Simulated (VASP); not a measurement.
Input of a VASP 6.6.1 run:

The input INCAR:

```
PREC     = Accurate       # precision mode
ENCUT    = 520            # plane-wave cutoff, eV
EDIFF    = 1E-6           # SCF threshold, eV
ISMEAR   = 0              # smearing method
SIGMA    = 0.1            # smearing width, eV
LREAL    = False          # projectors in reciprocal space
LASPH    = True           # aspherical terms in the spheres
NELM     = 100            # most SCF steps
ALGO     = Normal         # electronic algorithm
ISIF     = 2              # what is computed and relaxed
LWAVE    = False          # write WAVECAR
LCHARG   = True           # write CHGCAR
GGA      = PE             # functional
LELF     = True           # ELF
LVHAR    = True         
NBANDS   = 27             # bands
```

Contents of KPOINTS:

```
Automatic mesh
0
Gamma
  4 4 4
```

File POSCAR:

```
Se
1.0
    2.7410856100     -2.8462686200      0.0000000000
    2.7410856100      2.8462686200      0.0000000000
   -0.9939682600      0.0000000000      6.2181468900
Se
6
Direct
    0.1584272600      0.4526645600      0.3780588900
    0.5473354400      0.8415727400      0.1219411100
    0.8415727400      0.5473354400      0.6219411100
    0.4526645600      0.1584272600      0.8780588900
    0.0000000000      0.5000000000      0.0000000000
    0.5000000000      0.0000000000      0.5000000000
```

Potentials or basis: VASP PAW PBE potentials, release 64 (Se).

Command:

```sh
$ cat potpaw_PBE.64/Se/POTCAR > POTCAR
$ mpirun -np 1 vasp_std > vasp.out
```

(1) Predict the pressure.

(2) Estimate the band gap on the k mesh.

(3) Estimate the largest force.

Results:

(1) 67.4 GPa.

(2) zero (band 18 reaches 11.09 eV, above the bottom of band 19 at 8.79 eV).

(3) 4.025 eV/Å.

Caveat: the k points lie up to 0.40 Å⁻¹ apart; forces of over 1 eV/Å act on the atoms, so gaps and moduli don't describe the material at rest.
